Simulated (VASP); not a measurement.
Wanted: the native input for a VASP 6.6.1 run.

```yaml
Task: single point
Functional: PBE
Potentials_or_basis: VASP PAW PBE potentials, release 64 (K_sv)
Cutoff: 520 eV
k_mesh: 9 × 9 × 10
Occupations: gaussian, width 0.1 eV
Spin: no spin polarisation
Dipole_correction: no
Further_INCAR_settings: ALGO = Fast; EDIFF = 1e-07; NBANDS = 20
```

The structure of K lies in POSCAR:

```
K
1.0
    7.5046181052      0.0000000000      0.0000000000
   -3.7523090526      6.4991899248      0.0000000000
    0.0000000000      0.0000000000      4.5408193543
K
3
Direct
    0.3333333333      0.6666666667      0.5000000000
    0.0000000000      0.0000000000      0.0000000000
    0.6666666667      0.3333333333      0.5000000000
```

This isn't the form of K at room conditions, which is bcc.

One way to write it, as run:

INCAR

```
SYSTEM = K
PREC     = Accurate       ! precision mode
ENCUT    = 520            ! plane-wave cutoff, eV
EDIFF    = 1E-7           ! SCF threshold, eV
ISMEAR   = 0              ! smearing method
SIGMA    = 0.1            ! smearing width, eV
LREAL    = .False.        ! projectors in reciprocal space
LASPH    = .True.         ! aspherical terms in the spheres
NELM     = 60             ! most SCF steps
ALGO     = Fast           ! electronic algorithm
ISIF     = 2              ! what is computed and relaxed
LWAVE    = .False.        ! write WAVECAR
LCHARG   = .False.        ! write CHGCAR
GGA      = PE             ! functional
NBANDS   = 20             ! bands
```

KPOINTS

```
regular mesh
0
Gamma
  9 9 10
  0 0 0
```

Potentials or basis: VASP PAW PBE potentials, release 64 (K_sv).

Run with:

```sh
$ cat potpaw_PBE.64/K_sv/POTCAR > POTCAR
$ mpirun -np 1 vasp_std > vasp.out
```

It gave:

```
Pressure               : 0.0 GPa
Band gap on the k mesh : zero (an odd number of electrons rules out a gap without spin polarisation)
```

It took 3.5 min on 1 thread of Intel(R) Xeon(R) 6975P-C (Granite Rapids), on a shared host, peak memory 0.46 GiB.
